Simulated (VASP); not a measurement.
# Sb: elastic constants with LDA

Crystal: Sb.

```xyz
2
Lattice="2.1445 1.2381 3.6470 -2.1445 1.2381 3.6470 0.0000 -2.4762 3.6470" Properties=species:S:1:pos:R:3 pbc="T T T"
Sb    0.0000    0.0000    2.5912
Sb    0.0000    0.0000    8.3499
```

| Item | Value |
| --- | --- |
| Program | VASP 6.6.1 |
| Task | elastic constants |
| Functional | LDA |
| Potentials or basis | VASP PAW LDA potentials, release 64 (Sb) |
| Cutoff | 600 eV |
| k mesh | 12 × 12 × 12 |
| Occupations | fermi-dirac, width 0.15 eV |
| Spin | no spin polarisation |
| Dipole correction | no |
| Ions in elastic constants | relaxed |
| Further INCAR settings | ALGO = Fast; EDIFF = 1e-08; NBANDS = 12; IBRION = 6; POTIM = 0.015; NSW = 1; ISIF = 3 |

```
Voigt bulk modulus            : 49 GPa
Highest phonon frequency at Γ : 130 cm⁻¹
```

Phonon frequencies in cm⁻¹ (negative: imaginary):
```tsv
q point	frequencies
(0.000, 0.000, 0.000)	0 0 0 86 86 130
```

Elastic tensor in Voigt notation (GPa, in the Cartesian axes of the cell as first typed):
```
 94  31  33 -22   0   0
 31  94  33  22   0   0
 33  33  55   0   0   0
-22  22   0  40   0   0
  0   0   0   0  40 -22
  0   0   0   0 -22  32
```

Clamped-ion elastic tensor (GPa):
```
110  40  50 -29   0   0
 40 110  50  29   0   0
 50  50  77   0   0   0
-29  29   0  59   0   0
  0   0   0   0  59 -29
  0   0   0   0 -29  35
```

Run time: 2.7 h on 1 thread of Oxide Virtual Turin-like Processor (shared host), peak memory 1.1 GiB.
